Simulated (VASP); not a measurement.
# Ir (a cell with a defect) in VASP: single point with PBE

Aim: the single point of Ir (a cell with a defect) with PBE.

Everything below comes from runs of VASP 6.6.1. Logs are shortened: lines on timing, memory, paths and dates and some standing lists are left out, and cuts for length are marked.

## Step 1: The cell of the first run

The cell holds a defect, 35 atoms: a = 8.210 Å, b = 8.210 Å, c = 10.946 Å, α = 60.00°, β = 60.00°, γ = 60.00°.

## Step 2: Single point, PBE

Input file INCAR:

```
SYSTEM = Ir
PREC = Accurate
ENCUT = 520
EDIFF = 1E-7
ISMEAR = 1
SIGMA = 0.1
LREAL = Auto
LASPH = .TRUE.
NELM = 60
ALGO = Normal
ISIF = 2
LWAVE = .FALSE.
LCHARG = .FALSE.
GGA = PE
NBANDS = 180
KPAR = 2
NCORE = 2
```

Input file KPOINTS:

```
Automatic mesh
0
G
  2 2 2
  0 0 0
```

Input file POSCAR:

```
Ir
1.0
    0.0000000000      5.8050291800      5.8050291800
    5.8050291800      0.0000000000      5.8050291800
    7.7400389100      7.7400389100      0.0000000000
Ir
35
Direct
   -0.0031791399      0.0031503718     -0.0003961220
   -0.0035272002      0.0072288181      0.2552536910
   -0.0800013205      0.0796173431      0.4992122191
   -0.0068623255      0.0034192765      0.7444085317
    0.0046457131      0.3356950395     -0.0023239547
    0.0074691270      0.3456453771      0.2414712021
    0.0077231309      0.3434161893      0.4976389712
    0.0018157531      0.3341450042      0.7489103824
    0.0016109307      0.6713314230     -0.0029871297
   -0.0000808781      0.6721352088      0.2498386019
    0.0008243714      0.6762058171      0.5003585311
   -0.0004771725      0.6672064653      0.7499030777
    0.3284419321     -0.0022921504      0.0030359021
    0.3332220115      0.0003058555      0.2498051395
    0.3232942405     -0.0010812176      0.4994850213
    0.3282621742      0.0002204123      0.7498938400
    0.3360884053      0.3332763609     -0.0014546439
    0.3392131958      0.3313946305      0.2501112104
    0.3395078541      0.3332989275      0.5005070446
    0.3359486989      0.3299986857      0.7494565683
    0.3360499904      0.6637691010      0.0001383714
    0.3362370695      0.6641398140      0.2541581538
    0.3398595319      0.6597990090      0.5001586613
    0.3354039988      0.6638900306      0.7458587828
    0.6647398971     -0.0041990314      0.0016700820
    0.6662677964     -0.0015503798      0.2508329768
    0.6557768931     -0.0088759244      0.5024674999
    0.6548942102     -0.0066707675      0.7582782294
    0.6692264379      0.3308822299     -0.0001516788
    0.6707787126      0.3340251943      0.2503820746
    0.6660646105      0.3295853372      0.7499187753
    0.6660820093      0.6637145793      0.0013252517
    0.6696612333      0.6645839117      0.2500356939
    0.6665545306      0.6597585268      0.4992414825
    0.6684050811      0.6611815171      0.7496061800
```

Potentials or basis: VASP PAW PBE potentials, release 64 (Ir).

Started as:

```bash
$ cat potpaw_PBE.64/Ir/POTCAR > POTCAR
$ mpirun -np 4 vasp_std > vasp.out
```

OUTCAR:

```text
SYSTEM = Ir
   PREC = Accurate
   ENCUT = 520
   EDIFF = 1E-7
   ISMEAR = 1
   LREAL = Auto
   LASPH = .TRUE.
   NELM = 60
   ISIF = 2
   GGA = PE

 ion  position               nearest neighbor table
   1  0.997  0.003  1.000-  29 2.69   9 2.72  13 2.72  16 2.73  10 2.73   8 2.73  26 2.73  25 2.75
                             5 2.75  21 2.79   4 2.81   2 2.81
   2  0.996  0.007  0.255-  30 2.68  11 2.70  14 2.71   3 2.72  13 2.74   6 2.75  27 2.76   5 2.76
                            10 2.77  26 2.77  22 2.80   1 2.81
   3  0.920  0.080  0.499-   6 2.57  28 2.58  27 2.59   7 2.59   2 2.72   4 2.74  11 3.03  15 3.04
                            14 3.11  12 3.12  30 3.40
   4  0.993  0.003  0.744-  31 2.68  15 2.70  12 2.71   3 2.74  28 2.75   9 2.75   7 2.75  25 2.76
                            16 2.77   8 2.78  24 2.80   1 2.81
   5  0.005  0.336  0.998-  17 2.72  12 2.72  13 2.72  20 2.72   6 2.72  32 2.74   9 2.74   8 2.74
                             1 2.75  30 2.75   2 2.76  29 2.76
   6  0.007  0.346  0.241-   3 2.57   9 2.68  17 2.68  10 2.70  33 2.70  18 2.71   5 2.72   2 2.75
                            14 2.76  30 2.76   7 2.80
   7  0.008  0.343  0.498-   3 2.59   8 2.69  19 2.70  34 2.70  10 2.71  15 2.72  18 2.72  11 2.72
                             4 2.75  31 2.79   6 2.80
   8  0.002  0.334  0.749-   7 2.69  16 2.71  35 2.71  20 2.73  12 2.73   1 2.73  29 2.74   5 2.74
                            19 2.75  11 2.77  31 2.77   4 2.78
   9  0.002  0.671  0.997-   6 2.68  25 2.72   1 2.72  12 2.73  21 2.73   5 2.74  24 2.75   4 2.75
[... 39 lines left out ...]
  29  0.669  0.331  1.000-   1 2.69  18 2.72  35 2.73  32 2.73  17 2.73  21 2.73  26 2.74   8 2.74
                            31 2.75  25 2.76   5 2.76  30 2.76
  30  0.671  0.334  0.250-   2 2.68  33 2.71  32 2.72  22 2.73  19 2.73  18 2.73   5 2.75  29 2.76
                             6 2.76  26 2.77  27 2.79   3 3.40
  31  0.666  0.330  0.750-   4 2.68  20 2.71  17 2.72  34 2.73  24 2.73  35 2.73  25 2.75  29 2.75
                            28 2.76   8 2.77   7 2.79
  32  0.666  0.664  0.001-  28 2.68  21 2.72  30 2.72  25 2.72  29 2.73   5 2.74  22 2.74  33 2.74
                            12 2.74  35 2.76  13 2.76   9 2.76
  33  0.670  0.665  0.250-  34 2.70   6 2.70  30 2.71  22 2.72  25 2.72  23 2.72  26 2.73  32 2.74
                            10 2.74   9 2.75  14 2.76
  34  0.667  0.660  0.499-  23 2.68  27 2.69  33 2.70   7 2.70  24 2.71  31 2.73  10 2.74  26 2.75
                            35 2.75  15 2.80  11 2.82
  35  0.668  0.661  0.750-  27 2.71   8 2.71  28 2.72  29 2.73  31 2.73  11 2.73  21 2.74  24 2.74
                            12 2.75  34 2.75  32 2.76  16 2.79

  LATTYP: Found a base centered monoclinic cell.
 ALAT       =    14.2193594330
 B/A-ratio  =     0.5773502692
 C/A-ratio  =     0.7698003593
 COS(beta)  =    -0.5773502692

  Lattice vectors:

 A1 = (  -0.0000000000,  -5.8050291800,  -5.8050291800)
 A2 = (  -5.8050291800,   0.0000000000,  -5.8050291800)
 A3 = (   7.7400389100,   7.7400389100,   0.0000000000)

Analysis of symmetry for initial positions (statically):
=====================================================================
 Subroutine PRICEL returns:
 Original cell was already a primitive cell.

 Routine SETGRP: Setting up the symmetry group for a
 base centered monoclinic supercell.

 Subroutine GETGRP returns: Found  1 space group operations
 (whereof  1 operations were pure point group operations)
 out of a pool of  4 trial point group operations.

The static configuration has the point symmetry C_1 .

Analysis of symmetry for dynamics (positions and initial velocities):
=====================================================================
 Subroutine PRICEL returns:
 Original cell was already a primitive cell.

 Routine SETGRP: Setting up the symmetry group for a
 base centered monoclinic supercell.

 Subroutine GETGRP returns: Found  1 space group operations
 (whereof  1 operations were pure point group operations)
 out of a pool of  4 trial point group operations.

The dynamic configuration has the point symmetry C_1 .

 Subroutine INISYM returns: Found  1 space group operations
 (whereof  1 operations are pure point group operations),
 and found     1 'primitive' translations

----------------------------------------------------------------------------------------

                                     Primitive cell

  volume of cell :     521.6533

  direct lattice vectors                    reciprocal lattice vectors
     0.000000000  5.805029180  5.805029180    -0.086132211  0.086132211  0.086132211
     5.805029180  0.000000000  5.805029180     0.086132211 -0.086132211  0.086132211
     7.740038910  7.740038910  0.000000000     0.064599158  0.064599158 -0.064599158

  length of vectors
     8.209550996  8.209550996 10.946068000     0.149185366  0.149185366  0.111889025

[... 88 lines left out ...]
     0.032299579  0.032299579 -0.032299579     0.000000000  0.000000000  0.500000000

  Length of vectors
     0.074592683  0.074592683  0.055944512

  Shift w.r.t. Gamma in fractional coordinates (k-lattice)
     0.000000000  0.000000000  0.000000000

 Subroutine IBZKPT returns following result:
 ===========================================

 Found      8 irreducible k-points:

 Following reciprocal coordinates:
            Coordinates               Weight
  0.000000  0.000000  0.000000      1.000000
  0.500000  0.000000  0.000000      1.000000
  0.000000  0.500000  0.000000      1.000000
  0.500000  0.500000  0.000000      1.000000
  0.000000  0.000000  0.500000      1.000000
  0.500000  0.000000  0.500000      1.000000
  0.000000  0.500000  0.500000      1.000000
  0.500000  0.500000  0.500000      1.000000
   k-points           NKPTS =      8   k-points in BZ     NKDIM =      8   number of bands    NBANDS=    180
   number of dos      NEDOS =    301   number of ions     NIONS =     35
   total plane-waves  NPLWV = 344064
   dimension x,y,z NGX =    64 NGY =   64 NGZ =   84
   dimension x,y,z NGXF=   128 NGYF=  128 NGZF=  168
   ions per type =              35
   NGX,Y,Z   is equivalent  to a cutoff of  12.96, 12.96, 12.76 a.u.
   NGXF,Y,Z  is equivalent  to a cutoff of  25.92, 25.92, 25.52 a.u.
 SYSTEM =  Ir
   PREC   = accura    normal or accurate (medium, high low for compatibility)
   ISTART =      0    job   : 0-new  1-cont  2-samecut
   ICHARG =      2    charge: 1-file 2-atom 10-const
   ISPIN  =      1    spin polarized calculation?
   LNONCOLLINEAR =      F non collinear calculations
   LSORBIT =      F    spin-orbit coupling
   LASPH  =      T    aspherical Exc in radial PAW
   ENCUT  =  520.0 eV  38.22 Ry    6.18 a.u.  15.26 15.26 20.35*2*pi/ulx,y,z
   NELM   =     60;   NELMIN=  2; NELMDL= -5     # of ELM steps
   EDIFF  = 0.1E-06   stopping-criterion for ELM
   LREAL  =      T    real-space projection
   EDIFFG = 0.1E-05   stopping-criterion for IOM
   NSW    =      0    number of steps for IOM
   IBRION =     -1    ionic relax: 0-MD 1-quasi-New 2-CG
   NFREE  =      0    steps in history (QN), initial steepest desc. (CG)
   ISIF   =      2    stress and relaxation
   ISYM   =      2    0-nonsym 1-usesym 2-fastsym
   POTIM  = 0.5000    time-step for ionic-motion
   TEBEG  =    0.0;   TEEND  =   0.0 temperature during run
   PSTRESS=    0.0 pullay stress
   NELECT =     315.0000    total number of electrons
   NUPDOWN=      -1.0000    fix difference up-down
   EMIN   =  10.00;   EMAX   =-10.00  energy-range for DOS
   EFERMI =   0.00;   METHOD = LEGACY
   ISMEAR =     1;   SIGMA  =   0.10  broadening in eV -4-tet -1-fermi 0-gaus
   EFERMI_NEDOS =   21; number of points for ismear=-14 and -15
   IALGO  =     38    algorithm
   IMIX   =      4    mixing-type and parameters
     AMIX     =   0.40;   BMIX     =  1.00
     AMIX_MAG =   1.60;   BMIX_MAG =  1.00
  volume/ion in A,a.u.               =      14.90       100.58
  Fermi-wavevector in a.u.,A,eV,Ry     =   1.383729  2.614869 26.051154  1.914706
  Thomas-Fermi vector in A             =   2.508300
   LORBIT       =      0    0 simple, 1 ext, 2 COOP (PROOUT), +10 PAW based schemes
   GGA     = PE    functional components
   LHFCALC =     F    Hartree Fock is set to
   AEXX    =    0.0000 exact exchange contribution
   IVDW    =     0    specifies the selected vdW correction
   LEPSILON=     F    determine dielectric tensor
   LRPA    =     F    only Hartree local field effects (RPA)
 non-spin polarized calculation
 Methfessel and Paxton  Order N= 1 SIGMA  =   0.10
  energy-cutoff  :      520.00
  volume of cell :      521.65
 maximum number of plane-waves:     14074
 NGX is ok and might be reduce to    64
   NGX = 31   NGY = 31   NGZ = 41

 number of electron     315.0000009 magnetization

 Free energy of the ion-electron system (eV)
  ---------------------------------------------------
  ext. energy  EPLUGINS =         0.00000000
  ---------------------------------------------------
  free energy    TOTEN  =      -305.65581217 eV

  energy without entropy =     -305.66719179  energy(sigma->0) =     -305.65960537

 E-fermi :   9.3858     XC(G=0): -13.6424

 val. band max:        9.3738190579   @ k =   0.0000   0.0000   0.5000
 cond. band min:       9.3861022911   @ k =   0.5000   0.5000   0.5000
 fundamental gap:      0.0122832333
 Fermi energy:         9.3858215483

 k-point     1 :       0.0000    0.0000    0.0000
  band No.  band energies     occupation
      1      -1.1352      2.00000
      2       0.9656      2.00000
      3       1.0595      2.00000
      4       1.6013      2.00000
      5       1.6399      2.00000
      6       1.6482      2.00000
[... 1365 lines left out ...]
    168       9.6943     -0.00012
    169       9.7343     -0.00001
 [bands above 169 left out]

------------------------ aborting loop because EDIFF is reached ----------------------------------------

  FORCE on cell =-STRESS in cart. coord.  units (eV):
  Direction    XX          YY          ZZ          XY          YZ          ZX
  --------------------------------------------------------------------------------------
  -------------------------------------------------------------------------------------
  Total       -6.4075384     -6.5121958      0.3415981     -7.0150737      4.3017657      4.2839770
  in kB      -19.6797623    -20.0012011      1.0491657    -21.5457128     13.2122074     13.1575721
  external PRESSURE =     -12.8772659 kB  Pullay stress =       0.0000000 kB

 VOLUME and BASIS-vectors are now :
 -----------------------------------------------------------------------------
  energy-cutoff  :      520.00
  volume of cell :      521.65
      direct lattice vectors                 reciprocal lattice vectors
     0.000000000  5.805029180  5.805029180    -0.086132211  0.086132211  0.086132211
     5.805029180  0.000000000  5.805029180     0.086132211 -0.086132211  0.086132211
     7.740038910  7.740038910  0.000000000     0.064599158  0.064599158 -0.064599158

 POSITION                                       TOTAL-FORCE (eV/Angst)
 -----------------------------------------------------------------------------------
      7.75526     13.52355      5.80486         0.079682     -0.060065     -0.002498
      2.01764      7.76023      5.82652        -0.052686     -0.116102     -0.017743
      4.32610      9.20454      5.80280        -1.502602      1.603801      0.000368
      5.78160     11.52694      5.78504         0.093135      0.010507      0.008771
      9.67077      7.74902      1.97569         0.033384     -0.009391     -0.036390
      3.87548      1.91236      2.04984         0.111673     -0.088155     -0.263198
[... 27 lines left out ...]
      7.69407      7.73352      7.69929         0.089601     -0.010803      0.050403
      9.64016      9.68209      7.71829         0.068974     -0.061576      0.047837
 -----------------------------------------------------------------------------------
    total drift:                                0.006173     -0.002342      0.003383

  FREE ENERGIE OF THE ION-ELECTRON SYSTEM (eV)
  ---------------------------------------------------
  free  energy   TOTEN  =      -305.6558121697 eV

  energy  without entropy=     -305.6671917855  energy(sigma->0) =     -305.65960537
```

It took 21 min on 4 MPI ranks of Intel Xeon Platinum 8259CL at 2.50GHz (Skylake/Cascade Lake), shared host; peak memory 0.6 GiB.

What came out:

```
Free energy            : -305.6558 eV
Pressure               : -1.3 GPa
Largest force          : 2.198 eV/Å
Band gap on the k mesh : zero (an odd number of electrons rules out a gap without spin polarisation)
```

Forces on the atoms (eV/Å):
```
Ir   0.080 -0.060 -0.002
Ir  -0.053 -0.116 -0.018
Ir  -1.503  1.604  0.000
Ir   0.093  0.011  0.009
Ir   0.033 -0.009 -0.036
Ir   0.112 -0.088 -0.263
Ir   0.030 -0.111 -0.182
Ir   0.029 -0.052 -0.020
Ir   0.014  0.005 -0.008
Ir   0.010 -0.019 -0.026
Ir   0.079 -0.084  0.035
Ir   0.041 -0.079  0.052
Ir   0.003 -0.019  0.038
Ir   0.081 -0.050 -0.061
Ir   0.076 -0.064 -0.021
Ir   0.020 -0.015  0.018
Ir   0.115 -0.087 -0.074
Ir   0.064 -0.078 -0.054
Ir   0.008 -0.069 -0.043
Ir  -0.033 -0.022  0.047
Ir  -0.020 -0.004 -0.001
Ir  -0.018 -0.035 -0.007
Ir  -0.080  0.065  0.004
Ir   0.032  0.025  0.011
Ir   0.026 -0.020 -0.008
Ir   0.047 -0.033  0.010
Ir   0.118 -0.026  0.236
Ir   0.059 -0.132  0.224
Ir   0.059 -0.037 -0.003
Ir  -0.069 -0.313  0.001
Ir   0.283  0.046 -0.012
Ir   0.083 -0.109  0.108
Ir   0.020  0.048 -0.052
Ir   0.090 -0.011  0.050
Ir   0.069 -0.062  0.048
```

Levels at points of the mesh, in eV from the Fermi level:
```csv
k point,band 154,band 155,band 156,band 157,band 158,band 159,band 160,band 161
"(0.00, 0.00, 0.00)",-0.30,-0.24,-0.22,-0.18,-0.14,-0.12,-0.11,-0.10
"(0.50, 0.00, 0.00)",-0.25,-0.23,-0.19,-0.12,0.05,0.13,0.20,0.22
"(0.00, 0.50, 0.00)",-0.25,-0.23,-0.19,-0.13,0.05,0.12,0.19,0.22
"(0.50, 0.50, 0.00)",-0.30,-0.24,-0.22,-0.16,-0.03,0.28,0.34,0.37
"(0.00, 0.00, 0.50)",-0.11,-0.10,-0.04,-0.02,-0.01,0.03,0.11,0.11
"(0.50, 0.00, 0.50)",-0.12,-0.07,-0.03,0.04,0.08,0.11,0.16,0.19
"(0.00, 0.50, 0.50)",-0.13,-0.07,-0.02,0.04,0.08,0.11,0.16,0.19
"(0.50, 0.50, 0.50)",-0.09,0.00,0.01,0.04,0.07,0.07,0.10,0.11
```

Caveat: the k points lie up to 0.47 Å⁻¹ apart, too coarse for converged energies and pressures of a metal; spin-orbit coupling is left out, which moves the levels of the heavy elements.
